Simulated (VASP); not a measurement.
# Al2Cu: single point with LDA

The system is Al2Cu.

```xyz
3
Lattice="4.1052 0.0000 0.0000 0.0000 4.1052 0.0000 0.0000 0.0000 2.8913" Properties=species:S:1:pos:R:3 pbc="T T T"
Cu    0.0000    0.0000    0.0000
Al    0.0000    2.0526    1.4457
Al    2.0526    0.0000    1.4457
```

```
Program                : VASP 6.6.1
Task                   : single point
Functional             : LDA
Potentials or basis    : VASP PAW LDA potentials, release 64 (Cu, Al)
Cutoff                 : 520 eV
k mesh                 : 7 × 7 × 9
Occupations            : fermi-dirac, width 0.05 eV
Spin                   : no spin polarisation
Dipole correction      : no
Further INCAR settings : ALGO = Normal; EDIFF = 1e-06; NBANDS = 16
```

| Property | Result |
| --- | --- |
| Pressure | -4.9 GPa |

Stress tensor (GPa, compression positive):
```
-4.42  0.00  0.00
 0.00 -4.42  0.00
 0.00  0.00 -5.70
```

Levels at points of the mesh, in eV from the Fermi level:
```
           k point  band 6  band 7  band 8  band 9  band 10  band 11
(0.00, 0.00, 0.00)   -4.12   -2.35   -2.35   -0.16     0.89     5.88
```

Wall time 25 s on 1 thread of Intel(R) Xeon(R) 6975P-C (Granite Rapids), on a shared host, peak memory 0.16 GiB.
